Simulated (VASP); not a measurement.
The system is N.

```
N
1.0
     3.57926    0.00000    0.00000
    -1.78963    3.09973    0.00000
     0.00000    0.00000    7.91988
N
4
Direct
  0.33333 0.66667 0.31906
  0.33333 0.66667 0.18094
  0.66667 0.33333 0.81906
  0.66667 0.33333 0.68094
```

This cell differs from its parent crystal: uniaxial z strain +3.6%.

Program: VASP 6.6.1. Alike in all runs: task single point; potentials or basis VASP PAW PBE potentials, release 64 (N); no spin polarisation; cell as given; cutoff (eV) 520.

Q: Order these runs on this cell by their band gap on the k mesh, lowest first.
A. level HSE06; k mesh 6 × 6 × 2; smearing gaussian 0.01 eV; grid for exact exchange (PRECFOCK) Normal; share of exact exchange 0.25; screening parameter 0.2079 1/Å
B. level r2SCAN; k mesh 12 × 12 × 4; smearing gaussian 0.01 eV
C. level PBE; k mesh 12 × 12 × 4; smearing fermi-dirac 0.02 eV

A: C (7.12 eV), B (7.80 eV), A (9.40 eV).

Caveats: the standard files for N, O and F lose accuracy on very short bonds; forces of over 1 eV/Å act on the atoms, so gaps and moduli don't describe the material at rest (at least some runs).

A k mesh can miss the band edges.
